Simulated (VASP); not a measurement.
# FeO (P-6m2) in VASP: a series of runs, part 2 of 2

VASP 6.6.1. Earlier steps stand in the parts before.

## 4. Single point, PBE, collinear spin, ferromagnetic start

This run uses another cell than the first one, of 10.54 Å³/atom, 1.085 times its volume.

INCAR

```
PREC = Accurate
ENCUT = 600
EDIFF = 1E-6
ISMEAR = -1
SIGMA = 0.05
LREAL = False
LASPH = True
NELM = 200
ALGO = Normal
ISIF = 2
LWAVE = False
LCHARG = False
ISPIN = 2
MAGMOM = 3 0
LORBIT = 11
LMAXMIX = 4
GGA = PE
NBANDS = 22
GGA_COMPAT = False
```

KPOINTS

```
regular mesh
0
Gamma
  10 10 9
```

POSCAR

```
FeO
1.0
    2.9221306101      0.0000000000      0.0000000000
   -1.4610653000      2.5306393451      0.0000000000
    0.0000000000      0.0000000000      2.8518546951
Fe O
1 1
Direct
    0.0000000000      0.0000000000      0.0000000000
    0.6666666667      0.3333333333      0.5000000000
```

Potentials or basis: VASP PAW PBE potentials, release 64 (Fe_sv, O).

On the command line:

```bash
$ cat potpaw_PBE.64/Fe_sv/POTCAR potpaw_PBE.64/O/POTCAR > POTCAR
$ mpirun -np 1 vasp_std > vasp.out
```

OUTCAR:

```text
PREC = Accurate
   ENCUT = 600
   EDIFF = 1E-6
   ISMEAR = -1
   LREAL = False
   LASPH = True
   NELM = 200
   ISIF = 2
   ISPIN = 2
   LORBIT = 11
   GGA = PE

 ion  position               nearest neighbor table
   1  0.000  0.000  0.000-   2 2.21   2 2.21   2 2.21   2 2.21   2 2.21   2 2.21
   2  0.667  0.333  0.500-   1 2.21   1 2.21   1 2.21   1 2.21   1 2.21   1 2.21

  LATTYP: Found a hexagonal cell.
 ALAT       =     2.9221306101
 C/A-ratio  =     0.9759504538

  Lattice vectors:

 A1 = (   2.9221306101,   0.0000000000,   0.0000000000)
 A2 = (  -1.4610653000,   2.5306393451,   0.0000000000)
 A3 = (   0.0000000000,   0.0000000000,   2.8518546951)

Analysis of symmetry for initial positions (statically):
=====================================================================
 Subroutine PRICEL returns:
 Original cell was already a primitive cell.

 Routine SETGRP: Setting up the symmetry group for a
 hexagonal supercell.

 Subroutine GETGRP returns: Found 12 space group operations
 (whereof 12 operations were pure point group operations)
 out of a pool of 24 trial point group operations.

The static configuration has the point symmetry D_3h.

Analysis of symmetry for dynamics (positions and initial velocities):
=====================================================================
 Subroutine PRICEL returns:
 Original cell was already a primitive cell.

 Routine SETGRP: Setting up the symmetry group for a
 hexagonal supercell.

 Subroutine GETGRP returns: Found 12 space group operations
 (whereof 12 operations were pure point group operations)
 out of a pool of 24 trial point group operations.

The dynamic configuration has the point symmetry D_3h.

Analysis of structural, dynamic, and magnetic symmetry:
=====================================================================
 Subroutine PRICEL returns:
 Original cell was already a primitive cell.

 Routine SETGRP: Setting up the symmetry group for a
 hexagonal supercell.

 Subroutine GETGRP returns: Found 12 space group operations
 (whereof 12 operations were pure point group operations)
 out of a pool of 24 trial point group operations.

The overall configuration has the point symmetry D_3h.

 Subroutine INISYM returns: Found 12 space group operations
 (whereof 12 operations are pure point group operations),
 and found     1 'primitive' translations

----------------------------------------------------------------------------------------

                                     Primitive cell

  volume of cell :      21.0891

  direct lattice vectors                    reciprocal lattice vectors
     2.922130610  0.000000000  0.000000000     0.342216052  0.197578529  0.000000000
    -1.461065300  2.530639345  0.000000000     0.000000000  0.395157059  0.000000000
     0.000000000  0.000000000  2.851854695     0.000000000  0.000000000  0.350649001

  length of vectors
     2.922130610  2.922130611  2.851854695     0.395157059  0.395157059  0.350649001

  position of ions in fractional coordinates (direct lattice)
     0.000000000  0.000000000  0.000000000
     0.666666667  0.333333333  0.500000000

  ion indices of the primitive-cell ions
   primitive index   ion index
                 1           1
                 2           2

[... 59 lines left out ...]
   NGX,Y,Z   is equivalent  to a cutoff of  13.65, 13.65, 13.99 a.u.
   NGXF,Y,Z  is equivalent  to a cutoff of  27.31, 27.31, 27.98 a.u.
 SYSTEM =  unknown system
   PREC   = accura    normal or accurate (medium, high low for compatibility)
   ISTART =      0    job   : 0-new  1-cont  2-samecut
   ICHARG =      2    charge: 1-file 2-atom 10-const
   ISPIN  =      2    spin polarized calculation?
   LNONCOLLINEAR =      F non collinear calculations
   LSORBIT =      F    spin-orbit coupling
   LASPH  =      T    aspherical Exc in radial PAW
   ENCUT  =  600.0 eV  44.10 Ry    6.64 a.u.   5.84  5.84  5.70*2*pi/ulx,y,z
   NELM   =    200;   NELMIN=  2; NELMDL= -5     # of ELM steps
   EDIFF  = 0.1E-05   stopping-criterion for ELM
   LREAL  =      F    real-space projection
   EDIFFG = 0.1E-04   stopping-criterion for IOM
   NSW    =      0    number of steps for IOM
   IBRION =     -1    ionic relax: 0-MD 1-quasi-New 2-CG
   NFREE  =      0    steps in history (QN), initial steepest desc. (CG)
   ISIF   =      2    stress and relaxation
   ISYM   =      2    0-nonsym 1-usesym 2-fastsym
   POTIM  = 0.5000    time-step for ionic-motion
   TEBEG  =    0.0;   TEEND  =   0.0 temperature during run
   PSTRESS=    0.0 pullay stress
   NELECT =      22.0000    total number of electrons
   NUPDOWN=      -1.0000    fix difference up-down
   EMIN   =  10.00;   EMAX   =-10.00  energy-range for DOS
   EFERMI =   0.00;   METHOD = LEGACY
   ISMEAR =    -1;   SIGMA  =   0.05  broadening in eV -4-tet -1-fermi 0-gaus
   EFERMI_NEDOS =   21; number of points for ismear=-14 and -15
   IALGO  =     38    algorithm
   IMIX   =      4    mixing-type and parameters
     AMIX     =   0.40;   BMIX     =  1.00
     AMIX_MAG =   1.60;   BMIX_MAG =  1.00
  volume/ion in A,a.u.               =      10.54        71.16
  Fermi-wavevector in a.u.,A,eV,Ry     =   1.660338  3.137585 37.507505  2.756724
  Thomas-Fermi vector in A             =   2.747592
   LORBIT       =     11    0 simple, 1 ext, 2 COOP (PROOUT), +10 PAW based schemes
   GGA     = PE    functional components
   LHFCALC =     F    Hartree Fock is set to
   AEXX    =    0.0000 exact exchange contribution
   IVDW    =     0    specifies the selected vdW correction
   LEPSILON=     F    determine dielectric tensor
   LRPA    =     F    only Hartree local field effects (RPA)
 spin polarized calculation
  energy-cutoff  :      600.00
  volume of cell :       21.09
 maximum number of plane-waves:       714
 NGX is ok and might be reduce to    24
   NGX = 11   NGY = 11   NGZ = 11

 number of electron      22.0000008 magnetization       4.0004077

 Free energy of the ion-electron system (eV)
  ---------------------------------------------------
  ext. energy  EPLUGINS =         0.00000000
  ---------------------------------------------------
  free energy    TOTEN  =       -15.03995706 eV

  energy without entropy =      -15.03893776  energy(sigma->0) =      -15.03944741

 E-fermi :   8.3795     XC(G=0): -12.2629

 val. band max:        8.3537300170   @ k =   0.0000   0.0000   0.4444
 cond. band min:       8.4569145763   @ k =   0.1000   0.0000   0.4444
 fundamental gap:      0.1031845593
 Fermi energy:         8.3795441877

 spin component 1

 k-point     1 :       0.0000    0.0000    0.0000
  band No.  band energies     occupation
      1     -81.2953      1.00000
      2     -47.3727      1.00000
      3     -47.2507      1.00000
      4     -47.2507      1.00000
      5     -11.3838      1.00000
      6       3.6512      1.00000
[... 589 lines left out ...]
     21      34.6683      0.00000
     22      36.6112      0.00000

 [... further k-points ...]

 spin component 2

 k-point     1 :       0.0000    0.0000    0.0000
  band No.  band energies     occupation
      1     -77.1083      1.00000
      2     -43.2112      1.00000
      3     -43.2112      1.00000
      4     -43.1731      1.00000
      5     -10.8015      1.00000
      6       5.2438      1.00000
[... 589 lines left out ...]
     21      35.2453      0.00000
     22      37.2994      0.00000

 [... further k-points ...]
[... 5 lines left out ...]
  --------------------------------------------------------------------------------------
  -------------------------------------------------------------------------------------
  Total       -1.7558275     -1.7558275     -2.5176639     -0.0000000      0.0000000      0.0000000
  in kB     -133.3936461   -133.3936465   -191.2718485     -0.0000003      0.0000000      0.0000000
  external PRESSURE =    -152.6863804 kB  Pullay stress =       0.0000000 kB

 VOLUME and BASIS-vectors are now :
 -----------------------------------------------------------------------------
  energy-cutoff  :      600.00
  volume of cell :       21.09
      direct lattice vectors                 reciprocal lattice vectors
     2.922130610  0.000000000  0.000000000     0.342216052  0.197578529  0.000000000
    -1.461065300  2.530639345  0.000000000     0.000000000  0.395157059  0.000000000
     0.000000000  0.000000000  2.851854695     0.000000000  0.000000000  0.350649001

 POSITION                                       TOTAL-FORCE (eV/Angst)
 -----------------------------------------------------------------------------------
      0.00000      0.00000      0.00000         0.000000     -0.000000      0.000000
      1.46107      0.84355      1.42593        -0.000000      0.000000      0.000000
 -----------------------------------------------------------------------------------
    total drift:                               -0.000000      0.000000      0.000000

  FREE ENERGIE OF THE ION-ELECTRON SYSTEM (eV)
  ---------------------------------------------------
  free  energy   TOTEN  =       -15.0399570645 eV

  energy  without entropy=      -15.0389377583  energy(sigma->0) =      -15.03944741

 total charge

# of ion       s       p       d       tot
------------------------------------------
    1        2.103   5.996   5.468  13.568
    2        1.556   3.389   0.000   4.945
--------------------------------------------------
tot          3.659   9.385   5.468  18.513

 magnetization (x)

# of ion       s       p       d       tot
------------------------------------------
    1        0.009   0.007   3.459   3.475
    2        0.027   0.312   0.000   0.339
--------------------------------------------------
tot          0.036   0.319   3.459   3.815
```

OSZICAR:

```text
N       E                     dE             d eps       ncg     rms          rms(c)
DAV:   1     0.311785156963E+03    0.31179E+03   -0.12901E+04  6266   0.142E+03
DAV:   2    -0.762424507930E-01   -0.31186E+03   -0.29427E+03  6352   0.470E+02
DAV:   3    -0.176335037471E+02   -0.17557E+02   -0.17407E+02  7494   0.128E+02
DAV:   4    -0.179206703954E+02   -0.28717E+00   -0.28711E+00  6900   0.181E+01
DAV:   5    -0.179280732552E+02   -0.74029E-02   -0.74027E-02  7492   0.299E+00    0.163E+01
DAV:   6    -0.159749901726E+02    0.19531E+01   -0.18729E+01  9752   0.616E+01    0.281E+01
DAV:   7    -0.150799741714E+02    0.89502E+00   -0.37523E+00  8228   0.388E+01    0.100E+01
DAV:   8    -0.150620013567E+02    0.17973E-01   -0.22475E-01  7596   0.426E+00    0.549E+00
DAV:   9    -0.150508135555E+02    0.11188E-01   -0.75756E-02 10060   0.433E+00    0.160E+00
DAV:  10    -0.150393567964E+02    0.11457E-01   -0.36981E-02  9412   0.350E+00    0.248E-01
DAV:  11    -0.150399088770E+02   -0.55208E-03   -0.38247E-03  8536   0.544E-01    0.955E-02
DAV:  12    -0.150399415205E+02   -0.32643E-04   -0.14105E-04  8404   0.143E-01    0.489E-02
DAV:  13    -0.150399514688E+02   -0.99483E-05   -0.82219E-05  7758   0.912E-02    0.210E-02
DAV:  14    -0.150399591680E+02   -0.76992E-05   -0.64807E-06  8180   0.303E-02    0.984E-03
DAV:  15    -0.150399580276E+02    0.11405E-05   -0.19113E-06  6348   0.134E-02    0.716E-03
DAV:  16    -0.150399570645E+02    0.96305E-06   -0.62176E-07  4084   0.139E-02
   1 F= -.15039957E+02 E0= -.15039447E+02  d E =-.101931E-02  mag=     4.0003
```

Run time: 42 s. Hardware: 1 thread of Intel Xeon Platinum 8488C (Sapphire Rapids), shared host; peak memory 0.18 GiB.

What came out:

```
Free energy                                           : -15.0400 eV
Pressure                                              : -15.3 GPa
Band gap on the k mesh                                : zero (filled and empty bands overlap)
Net moment                                            : 4.00 μB per cell
Site moments                                          : Fe +3.48; O +0.34 μB
Valence electrons inside the program's atomic spheres : Fe 13.57; O 4.95
```

Levels at points of the mesh, in eV from the Fermi level:
Spin up:
| k point | band 9 | band 10 | band 11 | band 12 | band 13 | band 14 | band 15 | band 16 | band 17 | band 18 |
| --- | --- | --- | --- | --- | --- | --- | --- | --- | --- | --- |
| (0.00, 0.00, 0.00) | -3.49 | -2.83 | -2.83 | -1.10 | -1.10 | 0.09 | 13.73 | 15.36 | 15.36 | 17.07 |
| (0.50, 0.00, 0.00) | -3.78 | -2.97 | -2.17 | -2.15 | -0.67 | 4.87 | 7.84 | 13.92 | 15.75 | 16.27 |
Spin down:
| k point | band 7 | band 8 | band 9 | band 10 | band 11 | band 12 |
| --- | --- | --- | --- | --- | --- | --- |
| (0.00, 0.00, 0.00) | -3.14 | -2.92 | -1.78 | 0.99 | 1.26 | 1.26 |
| (0.50, 0.00, 0.00) | -3.49 | -3.00 | -1.33 | 1.07 | 1.08 | 1.33 |

Caveat: a cell with one magnetic atom can't hold antiferromagnetic order, which such compounds often take; semilocal functionals often make such compounds metallic where correlation or magnetic order opens a gap, which also shifts bond lengths. With open d or f shells a metallic result of PBE can be an artefact of self-interaction; +U or a hybrid may open a gap.

## 5. Single point, PBE, collinear spin, ferromagnetic start

This run uses another cell than the first one, of 10.13 Å³/atom, 1.043 times its volume.

INCAR

```
SYSTEM = FeO
ALGO = Normal
EDIFF = 1E-6
ENCUT = 600
GGA = PE
GGA_COMPAT = .False.
ISIF = 2
ISMEAR = -1
ISPIN = 2
LASPH = .True.
LCHARG = .False.
LMAXMIX = 4
LORBIT = 11
LREAL = .False.
LWAVE = .False.
MAGMOM = 3 0
NBANDS = 22
NELM = 200
PREC = Accurate
SIGMA = 0.05
```

KPOINTS

```
k-points
0
Gamma
  10 10 9
  0 0 0
```

POSCAR

```
FeO
1.0
    2.8834223356      0.0000000000      0.0000000000
   -1.4417111629      2.4971169960      0.0000000000
    0.0000000000      0.0000000000      2.8140773371
Fe O
1 1
Direct
    0.0000000000      0.0000000000      0.0000000000
    0.6666666667      0.3333333333      0.5000000000
```

On the command line:

```bash
$ cat potpaw_PBE.64/Fe_sv/POTCAR potpaw_PBE.64/O/POTCAR > POTCAR
$ mpirun -np 1 vasp_std > vasp.out
```

Run time: 24 s. Hardware: 1 thread of Intel Xeon 6975P-C (Granite Rapids), shared host; peak memory 0.18 GiB.

The run converged. Its results:

- Free energy: -15.0948 eV
- Pressure: -9.5 GPa
- Band gap on the k mesh: zero (filled and empty bands overlap)
- Net moment: 4.00 μB per cell
- Site moments: Fe +3.47; O +0.35 μB
- Valence electrons inside the program's atomic spheres: Fe 13.58; O 4.96

Stress tensor (GPa, compression positive):
```
 -8.12   0.00   0.00
  0.00  -8.12   0.00
  0.00   0.00 -12.36
```

Levels at points of the mesh, in eV from the Fermi level:
Spin up:
| k point | band 9 | band 10 | band 11 | band 12 | band 13 | band 14 | band 15 | band 16 | band 17 | band 18 |
| --- | --- | --- | --- | --- | --- | --- | --- | --- | --- | --- |
| (0.00, 0.00, 0.00) | -3.62 | -2.77 | -2.77 | -1.04 | -1.04 | 0.32 | 13.96 | 15.73 | 15.73 | 17.61 |
| (0.50, 0.00, 0.00) | -3.91 | -2.92 | -2.10 | -2.07 | -0.58 | 5.09 | 8.24 | 14.19 | 16.28 | 16.70 |
Spin down:
```tsv
k point	band 6	band 7	band 8	band 9	band 10	band 11	band 12	band 13
(0.00, 0.00, 0.00)	-3.27	-3.27	-3.02	-1.86	1.22	1.32	1.32	1.45
(0.50, 0.00, 0.00)	-7.02	-3.64	-3.12	-1.42	1.11	1.16	1.41	2.38
```

Caveat: a cell with one magnetic atom can't hold antiferromagnetic order, which such compounds often take; semilocal functionals often make such compounds metallic where correlation or magnetic order opens a gap, which also shifts bond lengths.

## 6. Summary

```csv
cell,gap on the mesh (eV),pressure (GPa),moment (μB)
"a = 2.844, b = 2.844, c = 2.775 Å, angles 90.0, 90.0, 120.0°, 2 atoms",none,-2.2,3.99
"a = 2.941, b = 2.941, c = 2.870 Å, angles 90.0, 90.0, 120.0°, 2 atoms",none,-17.7,4.00
"a = 2.922, b = 2.922, c = 2.852 Å, angles 90.0, 90.0, 120.0°, 2 atoms",none,-15.3,4.00
"a = 2.883, b = 2.883, c = 2.814 Å, angles 90.0, 90.0, 120.0°, 2 atoms",none,-9.5,4.00
```

Alike in all rows: task single point; level PBE; potentials or basis VASP PAW PBE potentials, release 64 (Fe_sv, O); spin collinear, ferromagnetic start; k mesh 10 × 10 × 9; cutoff (eV) 600; smearing fermi-dirac 0.05 eV.

Caveats: a cell with one magnetic atom can't hold antiferromagnetic order, which such compounds often take; semilocal functionals often make such compounds metallic where correlation or magnetic order opens a gap, which also shifts bond lengths.

Total energies depend on the potentials used, so only differences within one code and one set of settings carry meaning.
